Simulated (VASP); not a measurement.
# Mg2C3 (C2/m) in VASP: notebook, part 2 of 2

VASP 6.6.1.

### 4 Single point, r2SCAN

POSCAR

```
Mg2C3
1.0
    2.3870223790     -2.3394118729     -0.0063441741
    2.3870223790      2.3394118729     -0.0063441741
   -1.2253611782      0.0000000000      4.8584158892
Mg C
2 3
Direct
    0.8082382625      0.8082382625      0.1984312469
    0.1917617375      0.1917617375      0.8015687531
    0.3041690745      0.3041690745      0.2614645499
    0.6958309255      0.6958309255      0.7385354501
    0.5000000000      0.5000000000      0.5000000000
```

INCAR.step1

```
PREC = Accurate ; ENCUT = 660
ISMEAR = 0 ; SIGMA = 0.05
LREAL = F ; LASPH = T
NELM = 120 ; NBANDS = 24
GGA = PE ; ALGO = Normal
EDIFF = 1E-5 ; LWAVE = T
LCHARG = F ; GGA_COMPAT = F
```

INCAR.step2

```
PREC = Accurate ; ENCUT = 660
EDIFF = 1E-6 ; ISMEAR = 0
SIGMA = 0.05 ; LREAL = F
LASPH = T ; NELM = 120
ALGO = Normal ; ISIF = 2
LWAVE = F ; LCHARG = F
METAGGA = R2SCAN ; LMIXTAU = T
NBANDS = 24 ; ISTART = 1
GGA_COMPAT = F
```

KPOINTS

```
regular mesh
0
Gamma
  10 10 6
```

Potentials or basis: VASP PAW PBE potentials, release 64 (Mg_sv, C).

On the command line:

```console
cat potpaw_PBE.64/Mg_sv/POTCAR potpaw_PBE.64/C/POTCAR > POTCAR
cp INCAR.step1 INCAR
mpirun -np 1 vasp_std > vasp.out
cp INCAR.step2 INCAR
mpirun -np 1 vasp_std > vasp.out
```

OUTCAR:

```text
PREC = Accurate
   ENCUT = 660
   EDIFF = 1E-6
   ISMEAR = 0
   LREAL = F
   LASPH = T
   NELM = 120
   ISIF = 2
   METAGGA = R2SCAN
   ISTART = 1

 ion  position               nearest neighbor table
   1  0.808  0.808  0.198-
   2  0.192  0.192  0.802-
   3  0.304  0.304  0.261-   5 1.32
   4  0.696  0.696  0.739-   5 1.32
   5  0.500  0.500  0.500-   3 1.32   4 1.32

  LATTYP: Found a base centered monoclinic cell.
 ALAT       =     4.7740616194
 B/A-ratio  =     0.9800509752
 C/A-ratio  =     1.0495382641
 COS(beta)  =    -0.2471319189

  Lattice vectors:

 A1 = (   2.3870223790,  -2.3394118729,  -0.0063441741)
 A2 = (   2.3870223790,   2.3394118729,  -0.0063441741)
 A3 = (  -1.2253611782,   0.0000000000,   4.8584158892)

Analysis of symmetry for initial positions (statically):
=====================================================================
 Subroutine PRICEL returns:
 Original cell was already a primitive cell.

 Routine SETGRP: Setting up the symmetry group for a
 base centered monoclinic supercell.

 Subroutine GETGRP returns: Found  4 space group operations
 (whereof  4 operations were pure point group operations)
 out of a pool of  4 trial point group operations.

The static configuration has the point symmetry C_2h.

Analysis of symmetry for dynamics (positions and initial velocities):
=====================================================================
 Subroutine PRICEL returns:
 Original cell was already a primitive cell.

 Routine SETGRP: Setting up the symmetry group for a
 base centered monoclinic supercell.

 Subroutine GETGRP returns: Found  4 space group operations
[... 122 lines left out ...]
   EMIN   =  10.00;   EMAX   =-10.00  energy-range for DOS
   EFERMI =   0.00;   METHOD = LEGACY
   ISMEAR =     0;   SIGMA  =   0.05  broadening in eV -4-tet -1-fermi 0-gaus
   EFERMI_NEDOS =   21; number of points for ismear=-14 and -15
   IALGO  =     38    algorithm
   IMIX   =      4    mixing-type and parameters
     AMIX     =   0.40;   BMIX     =  1.00
     AMIX_MAG =   1.60;   BMIX_MAG =  1.00
  volume/ion in A,a.u.               =      10.84        73.19
  Fermi-wavevector in a.u.,A,eV,Ry     =   1.373175  2.594925 25.655282  1.885610
  Thomas-Fermi vector in A             =   2.498716
   LORBIT       =      0    0 simple, 1 ext, 2 COOP (PROOUT), +10 PAW based schemes
   METAGGA = R2SCAN    functional components
   LHFCALC =     F    Hartree Fock is set to
   AEXX    =    0.0000 exact exchange contribution
   IVDW    =     0    specifies the selected vdW correction
   LEPSILON=     F    determine dielectric tensor
   LRPA    =     F    only Hartree local field effects (RPA)
 non-spin polarized calculation
 Gauss-broadening in eV      SIGMA  =   0.05
  energy-cutoff  :      660.00
  volume of cell :       54.22
 maximum number of plane-waves:      2104
   NGX = 13   NGY = 13   NGZ = 21

 number of electron      32.0000009 magnetization

 Free energy of the ion-electron system (eV)
  ---------------------------------------------------
  ext. energy  EPLUGINS =         0.00000000
  ---------------------------------------------------
  free energy    TOTEN  =       -37.70570312 eV

  energy without entropy =      -37.70570312  energy(sigma->0) =      -37.70570312

 E-fermi :   4.9675     XC(G=0): -11.2646

 val. band max:        4.5147150490   @ k =   0.0000   0.0000   0.5000
 cond. band min:       6.3850344438   @ k =   0.5000   0.5000  -0.0000
 fundamental gap:      1.8703193947
 Fermi energy:         4.9674603522

 k-point     1 :       0.0000    0.0000    0.0000
  band No.  band energies     occupation
      1     -73.7930      2.00000
      2     -73.7887      2.00000
      3     -38.9555      2.00000
      4     -38.9279      2.00000
      5     -38.9090      2.00000
      6     -38.8955      2.00000
[... 637 lines left out ...]
     23      15.4996      0.00000
     24      16.2554      0.00000

 [... further k-points ...]

------------------------ aborting loop because EDIFF is reached ----------------------------------------

  FORCE on cell =-STRESS in cart. coord.  units (eV):
  Direction    XX          YY          ZZ          XY          YZ          ZX
  --------------------------------------------------------------------------------------
  -------------------------------------------------------------------------------------
  Total       -0.1027687     -0.1653688     -0.0007466      0.0000000      0.0000000      0.0566859
  in kB       -3.0365116     -4.8861569     -0.0220590      0.0000000      0.0000000      1.6749012
  external PRESSURE =      -2.6482425 kB  Pullay stress =       0.0000000 kB

 VOLUME and BASIS-vectors are now :
 -----------------------------------------------------------------------------
  energy-cutoff  :      660.00
  volume of cell :       54.22
      direct lattice vectors                 reciprocal lattice vectors
     2.387022379 -2.339411873 -0.006344174     0.209606493 -0.213728932  0.052865721
     2.387022379  2.339411873 -0.006344174     0.209606493  0.213728932  0.052865721
    -1.225361178  0.000000000  4.858415889     0.000547413  0.000000000  0.205966472

 POSITION                                       TOTAL-FORCE (eV/Angst)
 -----------------------------------------------------------------------------------
      3.61542      0.00000      0.95381        -0.039645      0.000000     -0.007586
     -0.06673      0.00000      3.89192         0.039645      0.000000      0.007586
      1.13173      0.00000      1.26644        -0.031365      0.000000     -0.059517
      2.41696      0.00000      3.57928         0.031365      0.000000      0.059517
      1.77434      0.00000      2.42286         0.000000      0.000000      0.000000
 -----------------------------------------------------------------------------------
    total drift:                                0.000000      0.000000     -0.000000

  FREE ENERGIE OF THE ION-ELECTRON SYSTEM (eV)
  ---------------------------------------------------
  free  energy   TOTEN  =       -37.7057031216 eV

  energy  without entropy=      -37.7057031216  energy(sigma->0) =      -37.70570312
```

OUTCAR.step1:

```text
PREC = Accurate
   ENCUT = 660
   ISMEAR = 0
   LREAL = F
[... 883 lines left out ...]
     -0.06673      0.00000      3.89192        -0.031268      0.000000      0.034965
      1.13173      0.00000      1.26644        -0.230253      0.000000     -0.303328
      2.41696      0.00000      3.57928         0.230253      0.000000      0.303328
      1.77434      0.00000      2.42286         0.000000     -0.000000      0.000000
 -----------------------------------------------------------------------------------
    total drift:                                0.000000      0.000000     -0.000000

  FREE ENERGIE OF THE ION-ELECTRON SYSTEM (eV)
  ---------------------------------------------------
  free  energy   TOTEN  =       -29.6309379421 eV

  energy  without entropy=      -29.6309379421  energy(sigma->0) =      -29.63093794
```

Wall time 8.8 min (1 thread of AMD EPYC 9R45 (Zen 5), shared host); peak memory 0.34 GiB.

What came out:

| Item | Value |
| --- | --- |
| Free energy | -37.7057 eV |
| Pressure | -0.3 GPa |
| Largest force | 0.067 eV/Å |
| Band gap on the k mesh | 1.87 eV (least direct gap 2.66 eV) |

Forces on the atoms (eV/Å):
```
Mg  -0.040  0.000 -0.008
Mg   0.040  0.000  0.008
C   -0.031  0.000 -0.060
C    0.031  0.000  0.060
C    0.000  0.000  0.000
```

Stress tensor (GPa, compression positive):
```
-0.30  0.00  0.17
 0.00 -0.49  0.00
 0.17  0.00  0.00
```

Levels at points of the mesh, in eV from the valence-band top:
| k point | band 12 | band 13 | band 14 | band 15 | band 16 | band 17 | band 18 | band 19 | band 20 | band 21 |
| --- | --- | --- | --- | --- | --- | --- | --- | --- | --- | --- |
| (0.00, 0.00, 0.00) | -4.38 | -3.65 | -3.32 | -1.52 | -0.76 | 3.84 | 3.96 | 4.55 | 8.09 | 8.20 |
| (0.50, 0.00, 0.00) | -5.69 | -5.07 | -3.51 | -3.32 | -0.20 | 3.37 | 4.85 | 6.86 | 7.29 | 8.61 |
| (0.50, 0.50, 0.00) | -6.19 | -5.83 | -4.08 | -2.65 | -1.37 | 1.87 | 2.53 | 3.52 | 6.12 | 10.41 |
| (0.00, 0.00, 0.50) | -4.82 | -4.15 | -3.84 | -0.93 | 0.00 | 3.42 | 3.78 | 4.50 | 6.29 | 8.05 |
| (0.50, 0.00, 0.50) | -6.84 | -4.39 | -3.48 | -1.51 | -0.28 | 2.37 | 4.25 | 6.33 | 7.19 | 7.82 |
| (0.50, 0.50, 0.50) | -6.24 | -5.62 | -4.27 | -3.15 | -2.10 | 2.21 | 3.87 | 5.80 | 7.35 | 8.26 |

Caveat: the PAW data sets were made with another functional, which shifts forces and pressure a little.

### 5 Single point, r2SCAN

This run uses another cell than the first one, of 10.97 Å³/atom.

POSCAR

```
Mg2C3
1.0
    2.4155000000     -2.3500000000      0.0000000000
    2.4155000000      2.3500000000      0.0000000000
   -1.2270700000      0.0000000000      4.8332800000
Mg C
2 3
Direct
    0.8087000000      0.8087000000      0.2011000000
    0.1913000000      0.1913000000      0.7989000000
    0.2989000000      0.2989000000      0.2615000000
    0.7011000000      0.7011000000      0.7385000000
    0.5000000000      0.5000000000      0.5000000000
```

INCAR.step1

```
PREC = Accurate ; ENCUT = 750
ISMEAR = 0 ; SIGMA = 0.1
LREAL = F ; LASPH = T
NELM = 120 ; NBANDS = 24
GGA = PE ; ALGO = Normal
EDIFF = 1E-5 ; LWAVE = T
LCHARG = F ; GGA_COMPAT = F
```

INCAR.step2

```
PREC = Accurate ; ENCUT = 750
EDIFF = 1E-6 ; ISMEAR = 0
SIGMA = 0.1 ; LREAL = F
LASPH = T ; NELM = 120
ALGO = Normal ; ISIF = 2
LWAVE = F ; LCHARG = T
METAGGA = R2SCAN ; LMIXTAU = T
LELF = T ; LVHAR = T
NBANDS = 24 ; ISTART = 1
GGA_COMPAT = F
```

KPOINTS

```
regular mesh
0
Gamma
  6 6 4
```

Potentials or basis: VASP PAW PBE potentials, release 64 (Mg_sv, C).

On the command line:

```console
cat potpaw_PBE.64/Mg_sv/POTCAR potpaw_PBE.64/C/POTCAR > POTCAR
cp INCAR.step1 INCAR
mpirun -np 1 vasp_std > vasp.out
cp INCAR.step2 INCAR
mpirun -np 1 vasp_std > vasp.out
```

OUTCAR:

```text
PREC = Accurate
   ENCUT = 750
   EDIFF = 1E-6
   ISMEAR = 0
   LREAL = F
   LASPH = T
   NELM = 120
   ISIF = 2
   METAGGA = R2SCAN
   ISTART = 1

 ion  position               nearest neighbor table
   1  0.809  0.809  0.201-
   2  0.191  0.191  0.799-
   3  0.299  0.299  0.261-   5 1.34
   4  0.701  0.701  0.739-   5 1.34
   5  0.500  0.500  0.500-   3 1.34   4 1.34

  LATTYP: Found a base centered monoclinic cell.
 ALAT       =     4.8310000000
 B/A-ratio  =     0.9728834610
 C/A-ratio  =     1.0322110763
 COS(beta)  =    -0.2460728991

  Lattice vectors:

 A1 = (   2.4155000000,  -2.3500000000,   0.0000000000)
 A2 = (   2.4155000000,   2.3500000000,   0.0000000000)
 A3 = (  -1.2270700000,   0.0000000000,   4.8332800000)

Analysis of symmetry for initial positions (statically):
=====================================================================
 Subroutine PRICEL returns:
 Original cell was already a primitive cell.

 Routine SETGRP: Setting up the symmetry group for a
 base centered monoclinic supercell.

 Subroutine GETGRP returns: Found  4 space group operations
 (whereof  4 operations were pure point group operations)
 out of a pool of  4 trial point group operations.

The static configuration has the point symmetry C_2h.

Analysis of symmetry for dynamics (positions and initial velocities):
=====================================================================
 Subroutine PRICEL returns:
 Original cell was already a primitive cell.

 Routine SETGRP: Setting up the symmetry group for a
 base centered monoclinic supercell.

 Subroutine GETGRP returns: Found  4 space group operations
 (whereof  4 operations were pure point group operations)
[... 116 lines left out ...]
   POTIM  = 0.5000    time-step for ionic-motion
   TEBEG  =    0.0;   TEEND  =   0.0 temperature during run
   PSTRESS=    0.0 pullay stress
   NELECT =      32.0000    total number of electrons
   NUPDOWN=      -1.0000    fix difference up-down
   EMIN   =  10.00;   EMAX   =-10.00  energy-range for DOS
   EFERMI =   0.00;   METHOD = LEGACY
   ISMEAR =     0;   SIGMA  =   0.10  broadening in eV -4-tet -1-fermi 0-gaus
   EFERMI_NEDOS =   21; number of points for ismear=-14 and -15
   IALGO  =     38    algorithm
   IMIX   =      4    mixing-type and parameters
     AMIX     =   0.40;   BMIX     =  1.00
     AMIX_MAG =   1.60;   BMIX_MAG =  1.00
  volume/ion in A,a.u.               =      10.97        74.06
  Fermi-wavevector in a.u.,A,eV,Ry     =   1.367758  2.584687 25.453255  1.870761
  Thomas-Fermi vector in A             =   2.493782
   LORBIT       =      0    0 simple, 1 ext, 2 COOP (PROOUT), +10 PAW based schemes
   METAGGA = R2SCAN    functional components
   LHFCALC =     F    Hartree Fock is set to
   AEXX    =    0.0000 exact exchange contribution
   IVDW    =     0    specifies the selected vdW correction
   LEPSILON=     F    determine dielectric tensor
   LRPA    =     F    only Hartree local field effects (RPA)
 non-spin polarized calculation
 Gauss-broadening in eV      SIGMA  =   0.10
  energy-cutoff  :      750.00
  volume of cell :       54.87
 maximum number of plane-waves:      2578
   NGX = 15   NGY = 15   NGZ = 23

 number of electron      31.9999967 magnetization

 Free energy of the ion-electron system (eV)
  ---------------------------------------------------
  ext. energy  EPLUGINS =         0.00000000
  ---------------------------------------------------
  free energy    TOTEN  =       -37.67898764 eV

  energy without entropy =      -37.67898764  energy(sigma->0) =      -37.67898764

 E-fermi :   4.7995     XC(G=0): -11.2181

 val. band max:        4.3392231463   @ k =   0.0000   0.0000   0.5000
 cond. band min:       6.3625803861   @ k =   0.5000   0.5000   0.0000
 fundamental gap:      2.0233572398
 Fermi energy:         4.7994829733

 k-point     1 :       0.0000    0.0000    0.0000
  band No.  band energies     occupation
      1     -73.9040      2.00000
      2     -73.9001      2.00000
      3     -39.0612      2.00000
      4     -39.0342      2.00000
      5     -39.0213      2.00000
      6     -39.0089      2.00000
[... 637 lines left out ...]
     23      14.2033      0.00000
     24      15.5222      0.00000

 [... further k-points ...]
[... 5 lines left out ...]
  --------------------------------------------------------------------------------------
  -------------------------------------------------------------------------------------
  Total       -1.0441998     -0.4671828     -1.7013952      0.0000000      0.0000000     -0.7648431
  in kB      -30.4892925    -13.6411379    -49.6785514      0.0000000      0.0000000    -22.3324347
  external PRESSURE =     -31.2696606 kB  Pullay stress =       0.0000000 kB

 VOLUME and BASIS-vectors are now :
 -----------------------------------------------------------------------------
  energy-cutoff  :      750.00
  volume of cell :       54.87
      direct lattice vectors                 reciprocal lattice vectors
     2.415500000 -2.350000000  0.000000000     0.206996481 -0.212765957  0.052552133
     2.415500000  2.350000000  0.000000000     0.206996481  0.212765957  0.052552133
    -1.227070000  0.000000000  4.833280000     0.000000000  0.000000000  0.206898835

 POSITION                                       TOTAL-FORCE (eV/Angst)
 -----------------------------------------------------------------------------------
      3.66007      0.00000      0.97197         0.015169      0.000000     -0.053456
     -0.05614      0.00000      3.86131        -0.015169      0.000000      0.053456
      1.12311      0.00000      1.26390         0.417348      0.000000      0.649035
      2.48082      0.00000      3.56938        -0.417348      0.000000     -0.649035
      1.80197      0.00000      2.41664         0.000000      0.000000      0.000000
 -----------------------------------------------------------------------------------
    total drift:                               -0.000000     -0.000000     -0.000000

  FREE ENERGIE OF THE ION-ELECTRON SYSTEM (eV)
  ---------------------------------------------------
  free  energy   TOTEN  =       -37.6789876415 eV

  energy  without entropy=      -37.6789876415  energy(sigma->0) =      -37.67898764
```

OSZICAR.step1:

```text
N       E                     dE             d eps       ncg     rms          rms(c)
DAV:   1     0.354115666535E+03    0.35412E+03   -0.24065E+04  2320   0.189E+03
DAV:   2     0.620772112287E+00   -0.35349E+03   -0.33812E+03  2656   0.513E+02
DAV:   3    -0.304080670928E+02   -0.31029E+02   -0.30570E+02  3760   0.114E+02
DAV:   4    -0.335683892219E+02   -0.31603E+01   -0.31466E+01  2808   0.341E+01
DAV:   5    -0.337672015806E+02   -0.19881E+00   -0.19881E+00  3200   0.556E+00    0.116E+01
DAV:   6    -0.299008852955E+02    0.38663E+01   -0.58756E+00  2832   0.125E+01    0.492E+00
DAV:   7    -0.296363815746E+02    0.26450E+00   -0.14554E+00  3056   0.617E+00    0.228E+00
DAV:   8    -0.296273008187E+02    0.90808E-02   -0.14287E-01  2624   0.229E+00    0.489E-01
DAV:   9    -0.296261631917E+02    0.11376E-02   -0.69014E-03  2968   0.635E-01    0.134E-01
DAV:  10    -0.296264481619E+02   -0.28497E-03   -0.15504E-03  3024   0.256E-01    0.802E-02
DAV:  11    -0.296264868593E+02   -0.38697E-04   -0.91737E-05  2928   0.854E-02    0.232E-02
DAV:  12    -0.296264912506E+02   -0.43913E-05   -0.24704E-05  2384   0.432E-02
   1 F= -.29626491E+02 E0= -.29626491E+02  d E =-.218117E-21
```

It took 3.7 min on 1 thread of AMD EPYC 9R45 (Zen 5), shared host; peak memory 0.23 GiB.

Results:

```yaml
Free_energy: -37.6790 eV
Pressure: -3.1 GPa
Largest_force: 0.772 eV/Å
Band_gap_on_the_k_mesh: 2.02 eV (least direct gap 2.75 eV)
```

Forces on the atoms (eV/Å):
```
Mg   0.015  0.000 -0.053
Mg  -0.015  0.000  0.053
C    0.417  0.000  0.649
C   -0.417  0.000 -0.649
C    0.000  0.000  0.000
```

Stress tensor (GPa, compression positive):
```
-3.05  0.00 -2.23
 0.00 -1.36  0.00
-2.23  0.00 -4.97
```

Caveat: the cell stands under tension; the PAW data sets were made with another functional, which shifts forces and pressure a little. r2SCAN opens gaps a little over a GGA but as a rule still falls short of measured ones.

### 6 The runs side by side

| cell | k mesh | cutoff (eV) | smearing | mended | gap on the mesh (eV) | pressure (GPa) | largest force (eV/Å) |
| --- | --- | --- | --- | --- | --- | --- | --- |
| a = 3.342, b = 3.342, c = 5.011 Å, angles 100.2, 100.2, 88.8°, 5 atoms, atomic positions A | 8 × 8 × 6 | 750 | gaussian 0.05 eV | yes | 1.87 | -0.3 | 0.06 |
| a = 3.342, b = 3.342, c = 5.011 Å, angles 100.2, 100.2, 88.8°, 5 atoms, atomic positions A | 8 × 8 × 6 | 660 | gaussian 0.05 eV | - | 1.87 | -0.3 | 0.07 |
| a = 3.342, b = 3.342, c = 5.011 Å, angles 100.2, 100.2, 88.8°, 5 atoms, atomic positions A | 10 × 10 × 6 | 660 | gaussian 0.05 eV | - | 1.87 | -0.3 | 0.07 |
| a = 3.370, b = 3.370, c = 4.987 Å, angles 100.2, 100.2, 88.4°, 5 atoms, atomic positions B | 6 × 6 × 4 | 750 | gaussian 0.1 eV | yes | 2.02 | -3.1 | 0.77 |

Alike in all rows: task single point; level r2SCAN; potentials or basis VASP PAW PBE potentials, release 64 (Mg_sv, C); no spin polarisation.

Caveats: the PAW data sets were made with another functional, which shifts forces and pressure a little; the cell stands under tension (at least some runs).

Total energies depend on the potentials used, so only differences within one code and one set of settings carry meaning.
